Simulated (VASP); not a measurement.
## TePb: single point with PBE

Crystal: TePb.

```xyz
16
Lattice="6.4540 0.0000 -6.4540 0.0000 6.4540 -6.4540 6.4540 6.4540 0.0000" Properties=species:S:1:pos:R:3 pbc="T T T"
Te    6.4540    6.4540   -3.2270
Te    3.2270    3.2270   -3.2270
Te    6.4540    9.6810   -6.4540
Te    3.2270    6.4540   -6.4540
Te    9.6810    6.4540   -6.4540
Te    6.4540    3.2270   -6.4540
Te    9.6810    9.6810   -9.6810
Te    6.4540    6.4540   -9.6810
Pb    3.2270    3.2270   -6.4540
Pb    6.4540    6.4540   -6.4540
Pb    3.2270    0.0000   -3.2270
Pb    6.4540    3.2270   -3.2270
Pb    0.0000    3.2270   -3.2270
Pb    3.2270    6.4540   -3.2270
Pb    0.0000    0.0000    0.0000
Pb    3.2270    3.2270    0.0000
```

```json
{"Program": "VASP 6.6.1", "Task": "single point", "Functional": "PBE", "Potentials or basis": "VASP PAW PBE potentials, release 64 (Te, Pb_d)", "Cutoff": "500 eV", "k mesh": "2 × 2 × 2, shifted", "Occupations": "gaussian, width 0.1 eV", "Spin": "no spin polarisation"}
```

- Pressure: 2.3 GPa
- Band gap on the k mesh: 1.34 eV

Levels at points of the mesh, in eV from the valence-band top:
```
           k point  band 77  band 78  band 79  band 80  band 81  band 82  band 83  band 84
(0.25, 0.25, 0.25)    -0.77    -0.77    -0.77    -0.09     1.34     1.76     1.76     1.86
```

Run time: 39 min on 1 thread of AMD EPYC 9755 128-Core Processor, on a shared host, peak memory 0.99 GiB.

Caveat: spin-orbit coupling is left out, which moves the levels of the heavy elements; a shifted mesh leaves out Γ, where band edges can lie. A k mesh can miss the band edges.
